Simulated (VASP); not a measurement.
## H: single point with PBE

H:

```
CELL_PARAMETERS angstrom
-1.85255 1.85255 2.28556
1.85255 -1.85255 2.28556
1.85719 1.85719 -2.28556
ATOMIC_POSITIONS crystal
H 0.91789 0.91789 0.00000
H 0.08211 0.08211 0.00000
```

This cell differs from its parent crystal: strain +0.0025 x Voigt [0, 0, 0, 0, 0, 1].

| Item | Value |
| --- | --- |
| Program | VASP 6.6.1 |
| Task | single point |
| Functional | PBE |
| Potentials or basis | VASP PAW PBE potentials, release 64 (H) |
| Cutoff | 520 eV |
| k mesh | 8 × 8 × 8 |
| Occupations | gaussian, width 0.05 eV |
| Spin | no spin polarisation |
| Dipole correction | no |
| Further INCAR settings | ALGO = Normal; EDIFF = 1e-07; NBANDS = 8 |

* Pressure: -0.2 GPa
* Largest force: 0.009 eV/Å
* Band gap on the k mesh: 9.28 eV, indirect (least direct gap 9.75 eV)

Forces on the atoms (eV/Å):
```
H    0.000  0.000  0.009
H    0.000  0.000 -0.009
```

Levels at points of the mesh, in eV from the valence-band top:
| k point | band 1 | band 2 | band 3 | band 4 |
| --- | --- | --- | --- | --- |
| (0.00, 0.00, 0.00) | -1.41 | 12.13 | 15.70 | 21.07 |
| (0.50, 0.00, 0.00) | -0.47 | 9.28 | 15.48 | 17.12 |
| (0.50, 0.50, 0.00) | -0.34 | 10.78 | 13.29 | 15.09 |
| (0.00, 0.00, 0.50) | -0.34 | 10.76 | 13.31 | 15.09 |
| (0.50, 0.50, 0.50) | 0.00 | 10.13 | 14.81 | 15.24 |

Run time: 42 s on 1 thread of AMD EPYC 7R43 64-Core Processor (Zen 3), with other jobs on the host, peak memory 0.11 GiB.

Caveat: the cell differs from its parent crystal (strain +0.0025 x Voigt [0, 0, 0, 0, 0, 1]). A k mesh can miss the band edges.
